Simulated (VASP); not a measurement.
# ZnCo3C (Pm-3m) in VASP: further runs

The runs below take ZnCo3C through single point, with LDA.

Program: VASP 6.6.1. These are calculated values, not measurements. Logs are shortened: lines on timing, memory, paths and dates and some standing lists are left out, and cuts for length are marked.

### 1 The cell of the first run

It takes space group Pm-3m (No. 221, cubic). The conventional cell has a = 3.598 Å, b = 3.598 Å, c = 3.598 Å, α = 90.00°, β = 90.00°, γ = 90.00°. Within 3.4 Å of Zn (site symmetry m-3m) lie 12 Co at 2.54 Å and 8 C at 3.12 Å. Within 2.4 Å of Co (site symmetry 4/mmm) lie 2 C at 1.80 Å. Within 2.4 Å of C (site symmetry m-3m) lie 6 Co at 1.80 Å.

### 2 Single point, LDA, collinear spin, ferromagnetic start

File INCAR:

```
  PREC = Accurate
  ENCUT = 520
  EDIFF = 1E-6
  ISMEAR = -1
  SIGMA = 0.2
  LREAL = F
  LASPH = T
  NELM = 150
  ALGO = Normal
  ISIF = 2
  LWAVE = F
  LCHARG = T
  ISPIN = 2
  MAGMOM = 0 3.2 3.2 3.2 0
  LORBIT = 11
  LMAXMIX = 4
  LELF = T
  LVHAR = T
  NBANDS = 34
```

File KPOINTS:

```
regular mesh
0
Gamma
  6 6 6
```

File POSCAR:

```
ZnCo3C
1.0
    3.5983345239      0.0000000000      0.0000000000
    0.0000000000      3.5983345239      0.0000000000
    0.0000000000      0.0000000000      3.5983345239
Zn Co C
1 3 1
Direct
    0.0000000000      0.0000000000      0.0000000000
    0.0000000000      0.5000000000      0.5000000000
    0.5000000000      0.5000000000      0.0000000000
    0.5000000000      0.0000000000      0.5000000000
    0.5000000000      0.5000000000      0.5000000000
```

Potentials or basis: VASP PAW LDA potentials, release 64 (Zn, Co, C).

Started as:

```
$ cat potpaw_LDA.64/Zn/POTCAR potpaw_LDA.64/Co/POTCAR potpaw_LDA.64/C/POTCAR > POTCAR
$ mpirun -np 1 vasp_std > vasp.out
```

OUTCAR:

```text
PREC = Accurate
   ENCUT = 520
   EDIFF = 1E-6
   ISMEAR = -1
   LREAL = F
   LASPH = T
   NELM = 150
   ISIF = 2
   ISPIN = 2
   LORBIT = 11

 ion  position               nearest neighbor table
   1  0.000  0.000  0.000-   2 2.54   3 2.54   4 2.54   2 2.54   4 2.54   2 2.54   3 2.54   2 2.54
                             3 2.54   4 2.54   4 2.54   3 2.54
   2  0.000  0.500  0.500-   5 1.80   5 1.80   4 2.54   1 2.54   1 2.54   3 2.54   1 2.54   4 2.54
                             1 2.54   3 2.54   4 2.54   3 2.54   3 2.54   4 2.54
   3  0.500  0.500  0.000-   5 1.80   5 1.80   4 2.54   1 2.54   2 2.54   4 2.54   2 2.54   1 2.54
                             4 2.54   4 2.54   1 2.54   2 2.54   2 2.54   1 2.54
   4  0.500  0.000  0.500-   5 1.80   5 1.80   3 2.54   1 2.54   1 2.54   3 2.54   2 2.54   3 2.54
                             2 2.54   3 2.54   1 2.54   2 2.54   1 2.54   2 2.54
   5  0.500  0.500  0.500-   2 1.80   3 1.80   4 1.80   3 1.80   4 1.80   2 1.80

  LATTYP: Found a simple cubic cell.
 ALAT       =     3.5983345239

  Lattice vectors:

 A1 = (   3.5983345239,   0.0000000000,   0.0000000000)
 A2 = (   0.0000000000,   3.5983345239,   0.0000000000)
 A3 = (   0.0000000000,   0.0000000000,   3.5983345239)

Analysis of symmetry for initial positions (statically):
=====================================================================
 Subroutine PRICEL returns:
 Original cell was already a primitive cell.

 Routine SETGRP: Setting up the symmetry group for a
 simple cubic supercell.

 Subroutine GETGRP returns: Found 48 space group operations
 (whereof 48 operations were pure point group operations)
 out of a pool of 48 trial point group operations.

The static configuration has the point symmetry O_h .

Analysis of symmetry for dynamics (positions and initial velocities):
=====================================================================
 Subroutine PRICEL returns:
 Original cell was already a primitive cell.

 Routine SETGRP: Setting up the symmetry group for a
 simple cubic supercell.

 Subroutine GETGRP returns: Found 48 space group operations
 (whereof 48 operations were pure point group operations)
 out of a pool of 48 trial point group operations.

The dynamic configuration has the point symmetry O_h .

Analysis of structural, dynamic, and magnetic symmetry:
=====================================================================
 Subroutine PRICEL returns:
 Original cell was already a primitive cell.

 Routine SETGRP: Setting up the symmetry group for a
 simple cubic supercell.

 Subroutine GETGRP returns: Found 48 space group operations
 (whereof 48 operations were pure point group operations)
 out of a pool of 48 trial point group operations.

The overall configuration has the point symmetry O_h .

 Subroutine INISYM returns: Found 48 space group operations
 (whereof 48 operations are pure point group operations),
 and found     1 'primitive' translations

----------------------------------------------------------------------------------------

                                     Primitive cell

  volume of cell :      46.5913

  direct lattice vectors                    reciprocal lattice vectors
     3.598334524  0.000000000  0.000000000     0.277906346  0.000000000  0.000000000
     0.000000000  3.598334524  0.000000000     0.000000000  0.277906346  0.000000000
     0.000000000  0.000000000  3.598334524     0.000000000  0.000000000  0.277906346

  length of vectors
     3.598334524  3.598334524  3.598334524     0.277906346  0.277906346  0.277906346

  position of ions in fractional coordinates (direct lattice)
     0.000000000  0.000000000  0.000000000
     0.000000000  0.500000000  0.500000000
     0.500000000  0.500000000  0.000000000
     0.500000000  0.000000000  0.500000000
     0.500000000  0.500000000  0.500000000

  ion indices of the primitive-cell ions
   primitive index   ion index
                 1           1
                 2           2
                 3           3
                 4           4
                 5           5

----------------------------------------------------------------------------------------

 KPOINTS: regular mesh

Automatic generation of k-mesh.
 Grid dimensions read from file:
 generate k-points for:    6    6    6

 Generating k-lattice:

  Cartesian coordinates                     Fractional coordinates (reciprocal lattice)
     0.046317724  0.000000000  0.000000000     0.166666667  0.000000000  0.000000000
     0.000000000  0.046317724  0.000000000     0.000000000  0.166666667  0.000000000
     0.000000000  0.000000000  0.046317724     0.000000000  0.000000000  0.166666667

  Length of vectors
     0.046317724  0.046317724  0.046317724

  Shift w.r.t. Gamma in fractional coordinates (k-lattice)
     0.000000000  0.000000000  0.000000000

 Subroutine IBZKPT returns following result:
 ===========================================

 Found     20 irreducible k-points:

 Following reciprocal coordinates:
            Coordinates               Weight
  0.000000  0.000000  0.000000      1.000000
  0.166667  0.000000  0.000000      6.000000
  0.333333  0.000000  0.000000      6.000000
  0.500000  0.000000  0.000000      3.000000
  0.166667  0.166667  0.000000     12.000000
  0.333333  0.166667  0.000000     24.000000
[... 12 lines left out ...]
  0.500000  0.500000  0.333333      6.000000
  0.500000  0.500000  0.500000      1.000000
   k-points           NKPTS =     20   k-points in BZ     NKDIM =     20   number of bands    NBANDS=     34
   number of dos      NEDOS =    301   number of ions     NIONS =      5
   total plane-waves  NPLWV =  21952
   dimension x,y,z NGX =    28 NGY =   28 NGZ =   28
   dimension x,y,z NGXF=    56 NGYF=   56 NGZF=   56
   ions per type =               1   3   1
   NGX,Y,Z   is equivalent  to a cutoff of  12.94, 12.94, 12.94 a.u.
   NGXF,Y,Z  is equivalent  to a cutoff of  25.87, 25.87, 25.87 a.u.
 SYSTEM =  unknown system
   PREC   = accura    normal or accurate (medium, high low for compatibility)
   ISTART =      0    job   : 0-new  1-cont  2-samecut
   ICHARG =      2    charge: 1-file 2-atom 10-const
   ISPIN  =      2    spin polarized calculation?
   LNONCOLLINEAR =      F non collinear calculations
   LSORBIT =      F    spin-orbit coupling
   LASPH  =      T    aspherical Exc in radial PAW
   ENCUT  =  520.0 eV  38.22 Ry    6.18 a.u.   6.69  6.69  6.69*2*pi/ulx,y,z
   NELM   =    150;   NELMIN=  2; NELMDL= -5     # of ELM steps
   EDIFF  = 0.1E-05   stopping-criterion for ELM
   LREAL  =      F    real-space projection
   EDIFFG = 0.1E-04   stopping-criterion for IOM
   NSW    =      0    number of steps for IOM
   IBRION =     -1    ionic relax: 0-MD 1-quasi-New 2-CG
   NFREE  =      0    steps in history (QN), initial steepest desc. (CG)
   ISIF   =      2    stress and relaxation
   ISYM   =      2    0-nonsym 1-usesym 2-fastsym
   POTIM  = 0.5000    time-step for ionic-motion
   TEBEG  =    0.0;   TEEND  =   0.0 temperature during run
   PSTRESS=    0.0 pullay stress
   NELECT =      43.0000    total number of electrons
   NUPDOWN=      -1.0000    fix difference up-down
   EMIN   =  10.00;   EMAX   =-10.00  energy-range for DOS
   EFERMI =   0.00;   METHOD = LEGACY
   ISMEAR =    -1;   SIGMA  =   0.20  broadening in eV -4-tet -1-fermi 0-gaus
   EFERMI_NEDOS =   21; number of points for ismear=-14 and -15
   IALGO  =     38    algorithm
   IMIX   =      4    mixing-type and parameters
     AMIX     =   0.40;   BMIX     =  1.00
     AMIX_MAG =   1.60;   BMIX_MAG =  1.00
  volume/ion in A,a.u.               =       9.32        62.88
  Fermi-wavevector in a.u.,A,eV,Ry     =   1.593906  3.012046 34.566107  2.540537
  Thomas-Fermi vector in A             =   2.692063
   LORBIT       =     11    0 simple, 1 ext, 2 COOP (PROOUT), +10 PAW based schemes
   GGA     = CA    functional components
   LHFCALC =     F    Hartree Fock is set to
   AEXX    =    0.0000 exact exchange contribution
   IVDW    =     0    specifies the selected vdW correction
   LEPSILON=     F    determine dielectric tensor
   LRPA    =     F    only Hartree local field effects (RPA)
 spin polarized calculation
  energy-cutoff  :      520.00
  volume of cell :       46.59
 maximum number of plane-waves:      1328
 NGX is ok and might be reduce to    28
   NGX = 13   NGY = 13   NGZ = 13

 number of electron      43.0000008 magnetization       0.0016595

 Free energy of the ion-electron system (eV)
  ---------------------------------------------------
  ext. energy  EPLUGINS =         0.00000000
  ---------------------------------------------------
  free energy    TOTEN  =       -37.17536849 eV

  energy without entropy =      -36.60292252  energy(sigma->0) =      -36.88914551

 E-fermi :   9.4043     XC(G=0): -13.9569

 val. band max:        9.3822100239   @ k =   0.1667   0.1667   0.0000
 cond. band min:       9.4083902656   @ k =   0.0000   0.0000   0.0000
 fundamental gap:      0.0261802418
 Fermi energy:         9.4043213425

 spin component 1

 k-point     1 :       0.0000    0.0000    0.0000
  band No.  band energies     occupation
      1      -5.1768      1.00000
      2       1.4534      1.00000
      3       2.0479      1.00000
      4       2.0479      1.00000
      5       2.2991      1.00000
      6       2.2991      1.00000
[... 25 lines left out ...]
     32      23.1377      0.00000
     33      23.1377      0.00000

 k-point     2 :       0.1667    0.0000    0.0000
  band No.  band energies     occupation
      1      -4.9546      1.00000
      2       1.5795      1.00000
      3       2.0930      1.00000
      4       2.1377      1.00000
      5       2.2989      1.00000
      6       2.2989      1.00000
[... 25 lines left out ...]
     32      22.1638      0.00000
     33      22.1638      0.00000
[... 610 lines left out ...]
     32      25.2845      0.00000
     33      26.6142      0.00000

 k-point    20 :       0.5000    0.5000    0.5000
  band No.  band energies     occupation
      1      -1.7141      1.00000
      2       1.0191      1.00000
      3       1.0191      1.00000
      4       1.0191      1.00000
      5       2.6163      1.00000
      6       2.6163      1.00000
[... 25 lines left out ...]
     32      24.3159      0.00000
     33      28.0815      0.00000
 Fermi energy:         9.4043213425

 spin component 2

 k-point     1 :       0.0000    0.0000    0.0000
  band No.  band energies     occupation
      1      -5.1767      1.00000
      2       1.4536      1.00000
      3       2.0479      1.00000
      4       2.0479      1.00000
      5       2.2991      1.00000
      6       2.2991      1.00000
[... 25 lines left out ...]
     32      23.1379      0.00000
     33      23.1379      0.00000

 k-point     2 :       0.1667    0.0000    0.0000
  band No.  band energies     occupation
      1      -4.9545      1.00000
      2       1.5796      1.00000
      3       2.0930      1.00000
      4       2.1377      1.00000
      5       2.2989      1.00000
      6       2.2989      1.00000
[... 25 lines left out ...]
     32      22.1640      0.00000
     33      22.1640      0.00000
[... 610 lines left out ...]
     32      25.2845      0.00000
     33      26.6143      0.00000

 k-point    20 :       0.5000    0.5000    0.5000
  band No.  band energies     occupation
      1      -1.7141      1.00000
      2       1.0193      1.00000
      3       1.0193      1.00000
      4       1.0193      1.00000
      5       2.6163      1.00000
      6       2.6163      1.00000
[... 25 lines left out ...]
     32      24.3159      0.00000
     33      28.0816      0.00000
 [bands above 33 left out]

------------------------ aborting loop because EDIFF is reached ----------------------------------------

  FORCE on cell =-STRESS in cart. coord.  units (eV):
  Direction    XX          YY          ZZ          XY          YZ          ZX
  --------------------------------------------------------------------------------------
  -------------------------------------------------------------------------------------
  Total        4.1341074      4.1341074      4.1341074     -0.0000000      0.0000000     -0.0000000
  in kB      142.1633767    142.1633767    142.1633767     -0.0000000      0.0000000     -0.0000000
  external PRESSURE =     142.1633767 kB  Pullay stress =       0.0000000 kB

 VOLUME and BASIS-vectors are now :
 -----------------------------------------------------------------------------
  energy-cutoff  :      520.00
  volume of cell :       46.59
      direct lattice vectors                 reciprocal lattice vectors
     3.598334524  0.000000000  0.000000000     0.277906346  0.000000000  0.000000000
     0.000000000  3.598334524  0.000000000     0.000000000  0.277906346  0.000000000
     0.000000000  0.000000000  3.598334524     0.000000000  0.000000000  0.277906346

 POSITION                                       TOTAL-FORCE (eV/Angst)
 -----------------------------------------------------------------------------------
      0.00000      0.00000      0.00000         0.000000      0.000000      0.000000
      0.00000      1.79917      1.79917         0.000000      0.000000      0.000000
      1.79917      1.79917      0.00000         0.000000      0.000000      0.000000
      1.79917      0.00000      1.79917         0.000000      0.000000      0.000000
      1.79917      1.79917      1.79917         0.000000      0.000000      0.000000
 -----------------------------------------------------------------------------------
    total drift:                                0.000000      0.000000      0.000000

  FREE ENERGIE OF THE ION-ELECTRON SYSTEM (eV)
  ---------------------------------------------------
  free  energy   TOTEN  =       -37.1753684918 eV

  energy  without entropy=      -36.6029225235  energy(sigma->0) =      -36.88914551

 total charge

# of ion       s       p       d       tot
------------------------------------------
    1        0.610   0.582   9.785  10.976
    2        0.482   0.717   7.571   8.770
    3        0.482   0.717   7.571   8.770
    4        0.482   0.717   7.571   8.770
    5        0.915   1.662   0.000   2.577
--------------------------------------------------
tot          2.971   4.395  32.497  39.863

 magnetization (x)

# of ion       s       p       d       tot
------------------------------------------
    1       -0.000  -0.000  -0.000  -0.000
    2       -0.000  -0.000   0.001   0.001
    3       -0.000  -0.000   0.001   0.001
    4       -0.000  -0.000   0.001   0.001
    5       -0.000  -0.000   0.000  -0.000
--------------------------------------------------
tot         -0.000  -0.000   0.002   0.001
```

It took 62 s on 1 thread of Oxide Virtual Turin-like, shared host; peak memory 0.15 GiB.

Results:

| Property | Result |
| --- | --- |
| Free energy | -37.1754 eV |
| Pressure | 14.2 GPa |
| Net moment | 0.00 μB per cell |
| Valence electrons inside the program's atomic spheres | Zn 10.98; Co 8.77; C 2.58 |

Levels at points of the mesh, in eV from the Fermi level:
Spin up:
```csv
k point,band 19,band 20,band 21,band 22,band 23,band 24,band 25,band 26
"(0.00, 0.00, 0.00)",-0.73,-0.73,0.00,0.00,0.00,0.29,4.56,5.08
"(0.50, 0.00, 0.00)",-1.05,-0.93,-0.50,0.01,0.99,0.99,4.41,5.04
"(0.50, 0.50, 0.00)",-1.02,-0.94,-0.47,0.32,0.78,0.78,2.34,6.80
"(0.50, 0.50, 0.50)",-1.52,-0.41,-0.41,0.03,0.03,0.03,2.91,2.91
```
Spin down:
| k point | band 19 | band 20 | band 21 | band 22 | band 23 | band 24 | band 25 | band 26 |
| --- | --- | --- | --- | --- | --- | --- | --- | --- |
| (0.00, 0.00, 0.00) | -0.73 | -0.73 | 0.00 | 0.00 | 0.00 | 0.29 | 4.56 | 5.08 |
| (0.50, 0.00, 0.00) | -1.05 | -0.93 | -0.50 | 0.01 | 0.99 | 0.99 | 4.41 | 5.04 |
| (0.50, 0.50, 0.00) | -1.02 | -0.94 | -0.46 | 0.32 | 0.78 | 0.78 | 2.34 | 6.80 |
| (0.50, 0.50, 0.50) | -1.52 | -0.41 | -0.41 | 0.03 | 0.03 | 0.03 | 2.91 | 2.91 |

Caveat: the cell stands under pressure; the moments typed at the start vanished in this run.

### 3 Single point, LDA, collinear spin, ferromagnetic start

This run uses another cell than the first one, of 9.58 Å³/atom.

File INCAR:

```
SYSTEM = ZnCo3C
PREC = Accurate
ENCUT = 520
EDIFF = 1E-7
ISMEAR = -1
SIGMA = 0.2
LREAL = .False.
LASPH = .True.
NELM = 150
ALGO = Normal
ISIF = 2
LWAVE = .False.
LCHARG = .True.
ISPIN = 2
MAGMOM = 0 3.2 3.2 3.2 0
LORBIT = 11
LMAXMIX = 4
LELF = .True.
LVHAR = .True.
NBANDS = 34
```

File KPOINTS:

```
regular mesh
0
Gamma
  6 6 6
  0 0 0
```

Changes to POSCAR since step 2:

```diff
@@ -2,5 +2,5 @@
 1.0
-    3.5983345239      0.0000000000      0.0000000000
-    0.0000000000      3.5983345239      0.0000000000
-    0.0000000000      0.0000000000      3.5983345239
+    3.6313486114      0.0000000000      0.0000000000
+    0.0000000000      3.6313486114      0.0000000000
+    0.0000000000      0.0000000000      3.6313486114
 Zn Co C
```

Potentials or basis: VASP PAW LDA potentials, release 64 (Zn, Co, C).

Started as:

```
$ cat potpaw_LDA.64/Zn/POTCAR potpaw_LDA.64/Co/POTCAR potpaw_LDA.64/C/POTCAR > POTCAR
$ mpirun -np 1 vasp_std > vasp.out
```

Wall time 88 s (1 thread of Oxide Virtual Turin-like, shared host); peak memory 0.15 GiB.

The run converged. Its results:

- Free energy: -37.2558 eV
- Pressure: 5.8 GPa
- Net moment: 0.00 μB per cell
- Valence electrons inside the program's atomic spheres: Zn 10.94; Co 8.70; C 2.55

Levels at points of the mesh, in eV from the Fermi level:
Spin up:
| k point | band 20 | band 21 | band 22 | band 23 | band 24 | band 25 |
| --- | --- | --- | --- | --- | --- | --- |
| (0.00, 0.00, 0.00) | -0.71 | -0.01 | -0.01 | -0.01 | 0.28 | 4.35 |
| (0.50, 0.00, 0.00) | -0.91 | -0.48 | 0.00 | 0.95 | 0.95 | 4.25 |
| (0.50, 0.50, 0.00) | -0.93 | -0.45 | 0.30 | 0.74 | 0.74 | 2.26 |
| (0.50, 0.50, 0.50) | -0.40 | -0.40 | 0.02 | 0.02 | 0.02 | 2.79 |
Spin down:
```
           k point  band 20  band 21  band 22  band 23  band 24  band 25
(0.00, 0.00, 0.00)    -0.71    -0.01    -0.01    -0.01     0.28     4.35
(0.50, 0.00, 0.00)    -0.91    -0.48     0.00     0.95     0.95     4.25
(0.50, 0.50, 0.00)    -0.93    -0.45     0.30     0.74     0.74     2.26
(0.50, 0.50, 0.50)    -0.40    -0.40     0.02     0.02     0.02     2.79
```

Caveat: the cell stands under pressure; the moments typed at the start vanished in this run.

(Part 1 of 2 ends here.)
